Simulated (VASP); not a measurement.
**Ti16S: single point with PBE**

Ti16S, a slab with vacuum:

```
Ti S
1.0
     5.87633    0.00000    0.00000
    -2.93816    5.08905    0.00000
     0.00000    0.00000   22.40421
Ti S
16 1
Direct
  0.33333 0.16667 0.17854
  0.33333 0.66667 0.17854
  0.83333 0.16667 0.17854
  0.83333 0.66667 0.17854
  0.16667 0.33333 0.28232
  0.16667 0.83333 0.28232
  0.66667 0.33333 0.28232
  0.66667 0.83333 0.28232
  0.33333 0.16667 0.39017
  0.33333 0.66667 0.39017
  0.83333 0.16667 0.39017
  0.83333 0.66667 0.39017
  0.16667 0.33333 0.48670
  0.16667 0.83333 0.48670
  0.66667 0.33333 0.48670
  0.66667 0.83333 0.48670
  0.50000 0.50000 0.56270
```

* Program: VASP 6.6.1
* Task: single point
* Functional: PBE
* Potentials or basis: VASP PAW PBE potentials, release 64 (Ti_sv, S)
* Cutoff: 520 eV
* k mesh: 6 × 6 × 1
* Occupations: gaussian, width 0.1 eV
* Spin: no spin polarisation

```
Largest force          : 0.643 eV/Å
Band gap on the k mesh : zero (bands 99 and 100 overlap by 0.76 eV)
```

Forces in eV/Å, atoms in the order of the input:
```
Ti   0.000 -0.004  0.615
Ti  -0.004  0.002  0.615
Ti   0.000  0.000  0.643
Ti   0.004  0.002  0.615
Ti   0.025  0.014 -0.596
Ti   0.000  0.000 -0.591
Ti  -0.025  0.014 -0.596
Ti   0.000 -0.029 -0.596
Ti   0.000 -0.082 -0.089
Ti  -0.071  0.041 -0.089
Ti   0.000  0.000 -0.405
Ti   0.071  0.041 -0.089
Ti  -0.487 -0.281  0.216
Ti   0.000  0.000 -0.100
Ti   0.487 -0.281  0.216
Ti   0.000  0.562  0.216
S    0.000  0.000  0.014
```

Levels at points of the mesh, in eV from the Fermi level:
| k point | band 96 | band 97 | band 98 | band 99 | band 100 | band 101 |
| --- | --- | --- | --- | --- | --- | --- |
| (0.00, 0.00, 0.00) | 0.10 | 0.14 | 0.24 | 0.42 | 0.42 | 0.46 |
| (0.50, 0.00, 0.00) | -0.43 | -0.31 | -0.30 | -0.14 | -0.10 | -0.08 |

Wall time 83 min on 1 thread of Intel Xeon 8259CL, on a shared host, peak memory 0.94 GiB.
